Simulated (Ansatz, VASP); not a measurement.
# HfC in VASP and in Ansatz

```
Hf C
1.0
     0.00000    2.32500    2.29013
     2.32500    0.00000    2.29013
     2.32500    2.32500    0.00000
Hf C
1 1
Direct
  0.50000 0.50000 0.50000
  0.00000 0.00000 0.00000
```

Change from the starting cell: strain +0.000 along x and y, -0.015 along z, atoms carried along.

Alike in both runs: task single point; functional PBE; k mesh 18 × 18 × 18; occupations gaussian, width 0.15 eV; no spin polarisation.

```csv
,VASP,Ansatz
version,VASP 6.6.1,Ansatz 0.2.0
potentials or method,"VASP PAW PBE potentials, release 64 (Hf_pv, C), cutoff 520 eV","scalar-relativistic, plane waves, PAW"
valence electrons in the cell,14,30
```

Ansatz gave:

| Property | Result |
| --- | --- |
| gap on the k mesh at the Fermi level (eV) | none |
| pressure (GPa) | 4.0 |
| traceless stress, the component that is largest in VASP (GPa) | 4.39 |

Which values does VASP return?

gap on the k mesh at the Fermi level (eV): none; pressure (GPa): 3.4; traceless stress, the component that is largest in VASP (GPa): 4.45.

A gap of «none» marks a metal or a gap that the smearing closes. With one functional, cell and mesh, what is left measures potentials, basis and numerics. VASP's potentials hold 14 valence electrons a cell and Ansatz's 30, so a difference there can come from the potentials and not from the codes.

Spin-orbit coupling is off throughout.
